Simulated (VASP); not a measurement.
**Al: single point with PBE**

Al:

```
Al
1.0
    -1.58920    1.70243    1.61751
     1.58920   -1.70243    1.61751
     1.53259    1.64582   -1.61751
Al
1
Direct
  0.00000 0.00000 0.00000
```

This cell differs from its parent crystal: engineering shear strain xy -0.0350, strain +e along x and -e along y -0.0350.

* Program: VASP 6.6.1
* Task: single point
* Functional: PBE
* Potentials or basis: VASP PAW PBE potentials, release 64 (Al)
* Cutoff: 520 eV
* k mesh: 20 × 20 × 20
* Occupations: gaussian, width 0.15 eV
* Spin: no spin polarisation
* Dipole correction: no
* Further INCAR settings: ALGO = Fast; EDIFF = 1e-07; NBANDS = 8

The pressure is 0.1 GPa and the band gap on the k mesh is zero (an odd number of electrons rules out a gap without spin polarisation).

Stress tensor (GPa, compression positive):
```
-0.96  1.30  0.00
 1.30  1.48  0.00
 0.00  0.00 -0.16
```

Levels at points of the mesh, in eV from the Fermi level:
```tsv
k point	band 1	band 2	band 3	band 4	band 5	band 6
(0.00, 0.00, 0.00)	-10.96	12.33	13.05	13.75	14.01	14.14
(0.50, 0.00, 0.00)	-4.38	-4.14	8.59	8.94	10.81	11.69
(0.00, 0.50, 0.00)	-4.05	-3.50	7.27	7.51	9.17	10.91
(0.50, 0.50, 0.00)	-4.36	-4.12	8.31	8.34	9.99	11.58
(0.00, 0.00, 0.50)	-4.05	-3.47	7.67	8.14	9.63	10.91
(0.50, 0.50, 0.50)	0.92	1.82	2.56	2.86	3.21	5.66
```

Run time: 4.5 min on 1 thread of Intel(R) Xeon(R) Platinum 8259CL CPU @ 2.50GHz (Skylake/Cascade Lake), with other jobs on the host, peak memory 0.35 GiB.

Caveat: the cell differs from its parent crystal (engineering shear strain xy -0.0350, strain +e along x and -e along y -0.0350).
